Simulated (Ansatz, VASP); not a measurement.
BN: VASP beside Ansatz

INCAR

```
PREC = Accurate
ENCUT = 520
EDIFF = 1E-6
ISMEAR = 0
SIGMA = 0.05
LREAL = False
LASPH = True
NELM = 100
ALGO = Normal
ISIF = 2
LWAVE = False
LCHARG = True
GGA = PE
LELF = True
LVHAR = True
NBANDS = 16
```

KPOINTS

```
regular mesh
0
Gamma
  12 12 6
```

POSCAR

```
BN
1.0
    2.5539396017      0.0000000000      0.0000000000
   -1.2769698009      2.2117765748      0.0000000000
    0.0000000000      0.0000000000      4.2268550000
B N
2 2
Direct
    0.6666666667      0.3333333333      0.9464929334
    0.3333333333      0.6666666667      0.4997240000
    0.6666666667      0.3333333333      0.6252760000
    0.3333333333      0.6666666667      0.1252760000
```

Input for Ansatz:

```yaml
crystal:
  lattice:
    - [2.5539396017, 0.0, 0.0]
    - [-1.2769698009, 2.2117765748, 0.0]
    - [0.0, 0.0, 4.226855]
  atoms:
    - { symbol: B, position: [0.6666666667, 0.3333333333, 0.9464929334] }
    - { symbol: B, position: [0.3333333333, 0.6666666667, 0.499724] }
    - { symbol: "N", position: [0.6666666667, 0.3333333333, 0.625276] }
    - { symbol: "N", position: [0.3333333333, 0.6666666667, 0.125276] }
basis:
  ecutwfc: 420
kpoints:
  mp_grid: { grid: [12, 12, 6] }
hamiltonian:
  xc: pbe
scf:
  occupations: { method: gaussian, width: 0.05 }
output:
  forces: true
  stress: true
  eigenvalues: true
```

Alike in both runs: task single point; functional PBE; k mesh 12 × 12 × 6; occupations gaussian, width 0.05 eV; no spin polarisation.

|  | VASP | Ansatz |
| --- | --- | --- |
| version | VASP 6.6.1 | Ansatz 0.2.0 |
| potentials or method | VASP PAW PBE potentials, release 64 (B, N), cutoff 520 eV | scalar-relativistic, plane waves, PAW |
| valence electrons in the cell | 16 | 16 |

```csv
,VASP,Ansatz,Ansatz less VASP
gap on the k mesh at the Fermi level (eV),2.76,2.78,+0.015
least direct gap on the mesh (eV),6.57,6.57,+0.006
pressure (GPa),10.0,9.8,-0.14
"traceless stress, the component that is largest in VASP (GPa)",11.86,11.69,-0.167
rms of the force components (eV/Å),3.755,3.748,-0.0076
```

Atom by atom the forces differ by 0.008 eV/Å (rms over components).
